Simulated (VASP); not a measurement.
TiO2, 6 atoms in the cell. The structure is tetragonal, space group P4_2/mnm (No. 136). The conventional cell has a = 4.594 Å, b = 4.594 Å, c = 2.959 Å, α = 90.00°, β = 90.00°, γ = 90.00°. Ti (site symmetry mmm) has 6 O at 1.95 to 1.98 Å within 2.6 Å. O (site symmetry m2m) has 3 Ti at 1.95 to 1.98 Å and 1 O at 2.54 Å within 2.6 Å. 

```yaml
Program: VASP 6.6.1
Task: G0W0 quasiparticle levels
Functional: PBE
Potentials_or_basis: VASP PAW PBE potentials, release 64 (Ti_sv_GW, O_GW)
Cutoff: 500 eV
k_mesh: 2 × 2 × 3
Occupations: gaussian, width 0.01 eV
Spin: no spin polarisation
Dipole_correction: no
GW_scheme: G0W0
GW_iterations: 1
Cutoff_of_the_response_function: 160
Frequency_points: 96
Empty_bands: 186
Further_INCAR_settings: ALGO = EVGW0; EDIFF = 1e-08; NBANDS = 210
```

Potentials or basis: VASP PAW PBE potentials, release 64 (Ti_sv_GW, O_GW).

Run with:

```bash
$ cat potpaw_PBE.64/Ti_sv_GW/POTCAR potpaw_PBE.64/O_GW/POTCAR > POTCAR
$ cp INCAR.step1 INCAR
$ mpirun -np 1 vasp_std > vasp.out
$ cp INCAR.step2 INCAR
$ mpirun -np 1 vasp_std > vasp.out
$ cp INCAR.step3 INCAR
$ mpirun -np 1 vasp_std > vasp.out
```

Hardware: 1 thread of Intel(R) Xeon(R) 6975P-C (Granite Rapids), with other jobs on the host.

Question: How long does it take, and how much memory?

Answer: It took 2.6 min on 1 thread of Intel(R) Xeon(R) 6975P-C (Granite Rapids), on a shared host, peak memory 0.62 GiB. Counts: k points 6.
